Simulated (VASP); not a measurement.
# Ge (Cmmm) in VASP: a series of runs

The runs below take Ge through single point, relaxation of cell and atoms, with PBE.

All numbers are computed with VASP 6.6.1; they aren't measurements. Logs are shortened: lines on timing, memory, paths and dates and some standing lists are left out, and cuts for length are marked.

## (1) The cell of the first run

It takes space group Cmmm (No. 65, orthorhombic). The conventional cell has a = 5.790 Å, b = 6.533 Å, c = 1.719 Å, α = 90.00°, β = 90.00°, γ = 90.00°. Within 2.3 Å of Ge (site symmetry mmm) lie 2 Ge at 1.72 Å.

## (2) Single point, PBE

Input file INCAR:

```
PREC = Accurate
ENCUT = 520
EDIFF = 1E-7
ISMEAR = 0
SIGMA = 0.1
LREAL = False
LASPH = True
NELM = 60
ALGO = Normal
ISIF = 2
LWAVE = False
LCHARG = True
GGA = PE
LELF = True
LVHAR = True
NBANDS = 13
```

Input file KPOINTS:

```
Automatic mesh
0
Gamma
  4 4 10
```

Input file POSCAR:

```
Ge
1.0
    2.8950128000     -3.2664435000      0.0000000000
    2.8950128000      3.2664435000      0.0000000000
    0.0000000000      0.0000000000      1.7194749500
Ge
1
Direct
    0.0000000000      0.0000000000      0.0000000000
```

Potentials or basis: VASP PAW PBE potentials, release 64 (Ge_d).

The run is started by

```console
$ cat potpaw_PBE.64/Ge_d/POTCAR > POTCAR
$ mpirun -np 1 vasp_std > vasp.out
```

OUTCAR:

```text
PREC = Accurate
   ENCUT = 520
   EDIFF = 1E-7
   ISMEAR = 0
   LREAL = False
   LASPH = True
   NELM = 60
   ISIF = 2
   GGA = PE

 ion  position               nearest neighbor table
   1  0.000  0.000  0.000-

  LATTYP: Found a base centered orthorhombic cell.
 ALAT       =     5.7900256000
 B/A-ratio  =     1.1283001927
 C/A-ratio  =     0.2969719080

  Lattice vectors:

 A1 = (   2.8950128000,  -3.2664435000,   0.0000000000)
 A2 = (   2.8950128000,   3.2664435000,   0.0000000000)
 A3 = (   0.0000000000,   0.0000000000,   1.7194749500)

Analysis of symmetry for initial positions (statically):
=====================================================================
 Subroutine PRICEL returns:
 Original cell was already a primitive cell.

 Routine SETGRP: Setting up the symmetry group for a
 base centered orthorhombic supercell.

 Subroutine GETGRP returns: Found  8 space group operations
 (whereof  8 operations were pure point group operations)
 out of a pool of  8 trial point group operations.

The static configuration has the point symmetry D_2h.

Analysis of symmetry for dynamics (positions and initial velocities):
=====================================================================
 Subroutine PRICEL returns:
 Original cell was already a primitive cell.

 Routine SETGRP: Setting up the symmetry group for a
 base centered orthorhombic supercell.

 Subroutine GETGRP returns: Found  8 space group operations
 (whereof  8 operations were pure point group operations)
 out of a pool of  8 trial point group operations.

The dynamic configuration has the point symmetry D_2h.

 Subroutine INISYM returns: Found  8 space group operations
 (whereof  8 operations are pure point group operations),
 and found     1 'primitive' translations

----------------------------------------------------------------------------------------

                                     Primitive cell

  volume of cell :      32.5201

  direct lattice vectors                    reciprocal lattice vectors
     2.895012800 -3.266443500  0.000000000     0.172710808 -0.153071682  0.000000000
     2.895012800  3.266443500  0.000000000     0.172710808  0.153071682  0.000000000
     0.000000000  0.000000000  1.719474950     0.000000000  0.000000000  0.581572881

  length of vectors
     4.364716743  4.364716743  1.719474950     0.230781202  0.230781202  0.581572881

  position of ions in fractional coordinates (direct lattice)
     0.000000000  0.000000000  0.000000000

  ion indices of the primitive-cell ions
   primitive index   ion index
                 1           1

----------------------------------------------------------------------------------------

 KPOINTS: Automatic mesh

Automatic generation of k-mesh.
 Grid dimensions read from file:
 generate k-points for:    4    4   10

 Generating k-lattice:

  Cartesian coordinates                     Fractional coordinates (reciprocal lattice)
     0.043177702 -0.038267920  0.000000000     0.250000000  0.000000000  0.000000000
     0.043177702  0.038267920  0.000000000     0.000000000  0.250000000  0.000000000
     0.000000000  0.000000000  0.058157288     0.000000000  0.000000000  0.100000000

  Length of vectors
     0.057695300  0.057695300  0.058157288

  Shift w.r.t. Gamma in fractional coordinates (k-lattice)
     0.000000000  0.000000000  0.000000000

 Subroutine IBZKPT returns following result:
 ===========================================

 Found     42 irreducible k-points:

 Following reciprocal coordinates:
            Coordinates               Weight
  0.000000  0.000000  0.000000      1.000000
  0.250000  0.000000  0.000000      4.000000
  0.500000  0.000000  0.000000      2.000000
  0.250000  0.250000  0.000000      2.000000
  0.500000  0.250000  0.000000      4.000000
 -0.250000  0.250000  0.000000      2.000000
[... 16 lines left out ...]
  0.250000  0.000000  0.300000      8.000000
  0.500000  0.000000  0.300000      4.000000
 [... further k-points ...]
   k-points           NKPTS =     42   k-points in BZ     NKDIM =     42   number of bands    NBANDS=     13
   number of dos      NEDOS =    301   number of ions     NIONS =      1
   total plane-waves  NPLWV =  14336
   dimension x,y,z NGX =    32 NGY =   32 NGZ =   14
   dimension x,y,z NGXF=    64 NGYF=   64 NGZF=   28
   ions per type =               1
   NGX,Y,Z   is equivalent  to a cutoff of  12.19, 12.19, 13.54 a.u.
   NGXF,Y,Z  is equivalent  to a cutoff of  24.38, 24.38, 27.07 a.u.
 SYSTEM =  unknown system
   PREC   = accura    normal or accurate (medium, high low for compatibility)
   ISTART =      0    job   : 0-new  1-cont  2-samecut
   ICHARG =      2    charge: 1-file 2-atom 10-const
   ISPIN  =      1    spin polarized calculation?
   LNONCOLLINEAR =      F non collinear calculations
   LSORBIT =      F    spin-orbit coupling
   LASPH  =      T    aspherical Exc in radial PAW
   ENCUT  =  520.0 eV  38.22 Ry    6.18 a.u.   8.12  8.12  3.20*2*pi/ulx,y,z
   NELM   =     60;   NELMIN=  2; NELMDL= -5     # of ELM steps
   EDIFF  = 0.1E-06   stopping-criterion for ELM
   LREAL  =      F    real-space projection
   EDIFFG = 0.1E-05   stopping-criterion for IOM
   NSW    =      0    number of steps for IOM
   IBRION =     -1    ionic relax: 0-MD 1-quasi-New 2-CG
   NFREE  =      0    steps in history (QN), initial steepest desc. (CG)
   ISIF   =      2    stress and relaxation
   ISYM   =      2    0-nonsym 1-usesym 2-fastsym
   POTIM  = 0.5000    time-step for ionic-motion
   TEBEG  =    0.0;   TEEND  =   0.0 temperature during run
   PSTRESS=    0.0 pullay stress
   NELECT =      14.0000    total number of electrons
   NUPDOWN=      -1.0000    fix difference up-down
   EMIN   =  10.00;   EMAX   =-10.00  energy-range for DOS
   EFERMI =   0.00;   METHOD = LEGACY
   ISMEAR =     0;   SIGMA  =   0.10  broadening in eV -4-tet -1-fermi 0-gaus
   EFERMI_NEDOS =   21; number of points for ismear=-14 and -15
   IALGO  =     38    algorithm
   IMIX   =      4    mixing-type and parameters
     AMIX     =   0.40;   BMIX     =  1.00
     AMIX_MAG =   1.60;   BMIX_MAG =  1.00
  volume/ion in A,a.u.               =      32.52       219.46
  Fermi-wavevector in a.u.,A,eV,Ry     =   1.236138  2.335962 20.790213  1.528038
  Thomas-Fermi vector in A             =   2.370759
   LORBIT       =      0    0 simple, 1 ext, 2 COOP (PROOUT), +10 PAW based schemes
   GGA     = PE    functional components
   LHFCALC =     F    Hartree Fock is set to
   AEXX    =    0.0000 exact exchange contribution
   IVDW    =     0    specifies the selected vdW correction
   LEPSILON=     F    determine dielectric tensor
   LRPA    =     F    only Hartree local field effects (RPA)
 non-spin polarized calculation
 Gauss-broadening in eV      SIGMA  =   0.10
  energy-cutoff  :      520.00
  volume of cell :       32.52
 maximum number of plane-waves:       889
   NGX = 17   NGY = 17   NGZ =  7

 number of electron      13.9999987 magnetization

 Free energy of the ion-electron system (eV)
  ---------------------------------------------------
  ext. energy  EPLUGINS =         0.00000000
  ---------------------------------------------------
  free energy    TOTEN  =         1.28908782 eV

  energy without entropy =        1.28908782  energy(sigma->0) =        1.28908782

 E-fermi :   1.7022     XC(G=0):  -7.5661

 val. band max:        1.2441701717   @ k =   0.5000   0.0000   0.2000
 cond. band min:       2.4064962603   @ k =   0.5000   0.0000   0.3000
 fundamental gap:      1.1623260886
 Fermi energy:         1.7022253903

 k-point     1 :       0.0000    0.0000    0.0000
  band No.  band energies     occupation
      1     -26.8856      2.00000
      2     -23.8581      2.00000
      3     -23.8559      2.00000
      4     -22.9643      2.00000
      5     -22.9640      2.00000
      6     -11.5059      2.00000
      7      -1.4025      2.00000
      8      -1.2757      2.00000
      9       4.4149      0.00000
     10       6.3606      0.00000
     11      10.9013      0.00000
     12      11.9991      0.00000
     13      14.3625      0.00000

 k-point     2 :       0.2500    0.0000    0.0000
  band No.  band energies     occupation
      1     -26.8856      2.00000
      2     -23.8573      2.00000
      3     -23.8561      2.00000
      4     -22.9643      2.00000
      5     -22.9640      2.00000
      6     -11.4331      2.00000
      7      -2.1106      2.00000
      8      -1.2753      2.00000
      9       5.3468      0.00000
     10       7.3600      0.00000
     11       9.3947      0.00000
     12      11.5387      0.00000
     13      15.3734      0.00000

 k-point     3 :       0.5000    0.0000    0.0000
  band No.  band energies     occupation
      1     -26.8856      2.00000
      2     -23.8566      2.00000
      3     -23.8561      2.00000
      4     -22.9643      2.00000
      5     -22.9640      2.00000
      6     -11.3568      2.00000
      7      -2.7111      2.00000
      8      -1.2131      2.00000
      9       6.0115      0.00000
     10       8.1535      0.00000
     11       8.8050      0.00000
     12      12.9149      0.00000
     13      13.3378      0.00000
[... 305 lines left out ...]
 k-point    23 :       0.2500    0.0000    0.3000
  band No.  band energies     occupation
      1     -24.4996      2.00000
      2     -24.4990      2.00000
      3     -24.0455      2.00000
      4     -23.6176      2.00000
      5     -23.6171      2.00000
      6      -7.4861      2.00000
      7       3.0528      0.00000
      8       4.0295      0.00000
      9       9.2014      0.00000
     10      11.8832      0.00000
     11      13.7247      0.00000
     12      14.6519      0.00000
     13      16.8040      0.00000

 k-point    24 :       0.5000    0.0000    0.3000
  band No.  band energies     occupation
      1     -24.4998      2.00000
      2     -24.4991      2.00000
      3     -24.0454      2.00000
      4     -23.6173      2.00000
      5     -23.6171      2.00000
      6      -7.4237      2.00000
      7       2.4065      0.00000
      8       4.1021      0.00000
      9       9.8415      0.00000
     10      13.0169      0.00000
     11      13.0263      0.00000
     12      14.6273      0.00000
     13      17.6813      0.00000

 [... further k-points ...]

------------------------ aborting loop because EDIFF is reached ----------------------------------------

  FORCE on cell =-STRESS in cart. coord.  units (eV):
  Direction    XX          YY          ZZ          XY          YZ          ZX
  --------------------------------------------------------------------------------------
  -------------------------------------------------------------------------------------
  Total        0.2167992      0.2751509     41.6290932      0.0000000      0.0000000      0.0000000
  in kB       10.6811183     13.5559541   2050.9545926      0.0000000      0.0000000      0.0000000
  external PRESSURE =     691.7305550 kB  Pullay stress =       0.0000000 kB

 VOLUME and BASIS-vectors are now :
 -----------------------------------------------------------------------------
  energy-cutoff  :      520.00
  volume of cell :       32.52
      direct lattice vectors                 reciprocal lattice vectors
     2.895012800 -3.266443500  0.000000000     0.172710808 -0.153071682  0.000000000
     2.895012800  3.266443500  0.000000000     0.172710808  0.153071682  0.000000000
     0.000000000  0.000000000  1.719474950     0.000000000  0.000000000  0.581572881

 POSITION                                       TOTAL-FORCE (eV/Angst)
 -----------------------------------------------------------------------------------
      0.00000      0.00000      0.00000         0.000000      0.000000      0.000000
 -----------------------------------------------------------------------------------
    total drift:                                0.000000     -0.000000     -0.000000

  FREE ENERGIE OF THE ION-ELECTRON SYSTEM (eV)
  ---------------------------------------------------
  free  energy   TOTEN  =         1.2890878167 eV

  energy  without entropy=        1.2890878167  energy(sigma->0) =        1.28908782
```

It took 6.1 s on 1 thread of Intel Xeon 6975P-C (Granite Rapids), shared host; peak memory 0.14 GiB.

Results:

```yaml
Free_energy: 1.2891 eV
Pressure: 69.2 GPa
Band_gap_on_the_k_mesh: zero (band 7 reaches 7.50 eV, above the bottom of band 8 at -2.33 eV)
```

Stress tensor (GPa, compression positive):
```
  1.07   0.00   0.00
  0.00   1.36   0.00
  0.00   0.00 205.10
```

Levels at points of the mesh, in eV from the Fermi level:
```csv
k point,band 3,band 4,band 5,band 6,band 7,band 8,band 9,band 10,band 11,band 12
"(0.00, 0.00, 0.00)",-25.56,-24.67,-24.67,-13.21,-3.10,-2.98,2.71,4.66,9.20,10.30
"(0.50, 0.00, 0.00)",-25.56,-24.67,-24.67,-13.06,-4.41,-2.92,4.31,6.45,7.10,11.21
"(0.50, 0.50, 0.00)",-25.56,-24.67,-24.67,-12.92,-4.26,-4.03,3.21,9.22,10.22,11.49
"(0.00, 0.00, 0.50)",-25.19,-25.19,-24.21,-3.94,2.96,9.52,9.65,11.97,12.15,13.83
"(0.50, 0.00, 0.50)",-25.19,-25.19,-24.21,-3.89,3.29,8.15,9.72,10.09,12.26,15.63
"(0.50, 0.50, 0.50)",-25.19,-25.19,-24.21,-3.83,3.59,8.31,8.54,10.35,10.68,15.64
```

Caveat: the k points lie up to 0.37 Å⁻¹ apart.

## (3) Relaxation of cell and atoms, PBE

Input file INCAR:

```
ALGO     = Normal         # electronic algorithm
EDIFF    = 1E-6           # SCF threshold, eV
EDIFFG   = -0.04          # ionic threshold
ENCUT    = 600            # plane-wave cutoff, eV
GGA      = PE             # functional
IBRION   = 2              # ionic algorithm
ISIF     = 3              # what is computed and relaxed
ISMEAR   = 0              # smearing method
LASPH    = T              # aspherical terms in the spheres
LCHARG   = F              # write CHGCAR
LREAL    = F              # projectors in reciprocal space
LWAVE    = F              # write WAVECAR
NELM     = 60             # most SCF steps
NSW      = 90             # ionic steps
PREC     = Accurate       # precision mode
SIGMA    = 0.1            # smearing width, eV
```

Input file KPOINTS:

```
k-points
0
Gamma
  4 4 10
```

POSCAR is that of step 2.

Potentials or basis: VASP PAW PBE potentials, release 64 (Ge_d).

The run is started by

```console
$ cat potpaw_PBE.64/Ge_d/POTCAR > POTCAR
$ mpirun -np 1 vasp_std > vasp.out
```

Run time: 2 min. Hardware: 1 thread of Intel Xeon 6975P-C (Granite Rapids), shared host; peak memory 0.17 GiB.

It converged, with:

- Free energy: -4.1566 eV
- Relaxed volume: 19.76 Å³/atom
- Relaxed cell: a = 2.674 Å, b = 2.674 Å, c = 2.763 Å, α = 90.00°, β = 90.00°, γ = 89.96°
- Space group after relaxing (to 0.05 Å): P4/mmm (No. 123)
- Energy gained by relaxing: 5445.5 meV/atom
- Ionic steps: 27
- Pressure after relaxing: 0.2 GPa
- Band gap on the k mesh: zero (band 7 reaches 11.85 eV, above the bottom of band 8 at 3.56 eV)

Stress tensor (GPa, compression positive):
```
0.22 0.00 0.00
0.00 0.22 0.00
0.00 0.00 0.11
```

The path:
```
step  energy change (eV)  largest force (eV/Å)  pressure (GPa)  volume (Å³)
   1              0.0000                0.0000           69.42        32.52
   2             17.6566                0.0000          -57.73       100.76
   3             -2.1880                0.0000          -16.73        65.58
   4             -3.9081                0.0000           -8.30        55.91
   5             -4.3313                0.0000           -4.73        50.79
   6             -4.4086                0.0000           -1.74        47.73
   7             -4.4085                0.0000           -2.08        48.03
   8             -4.4778                0.0000           -2.58        44.81
   9             -4.6337                0.0000           -3.58        39.06
  10             -4.9882                0.0000           -5.56        28.66
  11             -3.5927                0.0000          109.51        12.46
  12             -5.0678                0.0000           -5.18        26.86
  13             -5.3927                0.0000            5.16        19.02
  14             -5.4085                0.0000            6.70        18.38
  15             -5.4080                0.0000            7.30        18.26
  16             -5.4087                0.0000            6.89        18.33
  17             -5.4387                0.0000            3.42        19.14
  18             -5.4443                0.0000            0.48        19.70
  19             -5.4442                0.0000            0.12        19.73
  20             -5.4450                0.0000           -0.15        19.82
  21             -5.4450                0.0000           -0.30        19.85
  22             -5.4452                0.0000            0.17        19.80
  23             -5.4452                0.0000            0.03        19.79
  24             -5.4452                0.0000            0.06        19.78
  25             -5.4452                0.0000            0.26        19.76
  26             -5.4453                0.0000            0.18        19.76
  27             -5.4455                0.0000            0.18        19.76
```

Final structure:
```cif
data_structure
_symmetry_space_group_name_H-M 'P 1'
_symmetry_Int_Tables_number 1
_cell_length_a 2.6741
_cell_length_b 2.6741
_cell_length_c 2.7627
_cell_angle_alpha 90.000
_cell_angle_beta 90.000
_cell_angle_gamma 89.962
_cell_volume 19.76
loop_
_atom_site_label
_atom_site_type_symbol
_atom_site_fract_x
_atom_site_fract_y
_atom_site_fract_z
_atom_site_occupancy
Ge1 Ge 0.00000 0.00000 0.00000 1
```

Levels at points of the mesh, in eV from the Fermi level:
```tsv
k point	band 5	band 6	band 7	band 8	band 9	band 10
(0.00, 0.00, 0.00)	-24.71	-13.09	5.55	6.74	6.74	9.33
(0.50, 0.00, 0.00)	-24.70	-9.15	-5.94	8.58	9.78	12.92
(0.50, 0.50, 0.00)	-24.65	-4.94	-2.75	-2.74	2.94	11.57
(0.00, 0.00, 0.50)	-24.72	-9.71	-5.86	9.32	9.32	12.98
(0.50, 0.00, 0.50)	-24.60	-5.57	-3.17	-2.60	2.85	12.31
(0.50, 0.50, 0.50)	-24.58	-0.75	-0.17	-0.16	0.47	6.36
```

Caveat: the k points lie up to 0.59 Å⁻¹ apart in the final cell; the volume moved by over 15 % at a fixed basis, so the end points are rough.
